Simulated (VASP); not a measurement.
Input of a VASP 6.6.1 run:

File POSCAR:

```
BN
1.0
    0.0000000000      1.8130010000      1.8130010000
    1.8130010000      0.0000000000      1.8130010000
    1.8130010000      1.8130010000      0.0000000000
B N
1 1
Direct
    0.0000000000      0.0000000000      0.0000000000
    0.7082034302      0.7639321899      0.7639321899
```

File INCAR.step1:

```
PREC = Accurate
ENCUT = 520
ISMEAR = 0
SIGMA = 0.05
LREAL = False
LASPH = True
NELM = 100
NBANDS = 11
GGA = PE
ALGO = Normal
EDIFF = 1E-4
LWAVE = True
LCHARG = False
```

INCAR.step2

```
PREC = Accurate
ENCUT = 520
EDIFF = 1E-7
ISMEAR = 0
SIGMA = 0.05
LREAL = False
LASPH = True
NELM = 100
ALGO = Normal
ISIF = 2
LWAVE = False
LCHARG = False
METAGGA = R2SCAN
LMIXTAU = True
NBANDS = 11
ISTART = 1
```

KPOINTS

```
Automatic mesh
0
Gamma
  12 12 12
```

Potentials or basis: VASP PAW PBE potentials, release 64 (B, N).

Command:

```bash
$ cat potpaw_PBE.64/B/POTCAR potpaw_PBE.64/N/POTCAR > POTCAR
$ cp INCAR.step1 INCAR
$ mpirun -np 1 vasp_std > vasp.out
$ cp INCAR.step2 INCAR
$ mpirun -np 1 vasp_std > vasp.out
```

(1) Estimate the pressure.

(2) What does it give for the band gap on the k mesh?

(3) What does it give for the largest force?

Results:

(1) -1.6 GPa.

(2) 4.45 eV (least direct gap 8.68 eV).

(3) 2.492 eV/Å.

Caveat: the cell differs from its parent crystal (all N atoms moved +0.087 Å, as atom 2 towards its neighbour atom 1 (B) at 1.570 Å); the PAW data sets were made with another functional, which shifts forces and pressure a little.
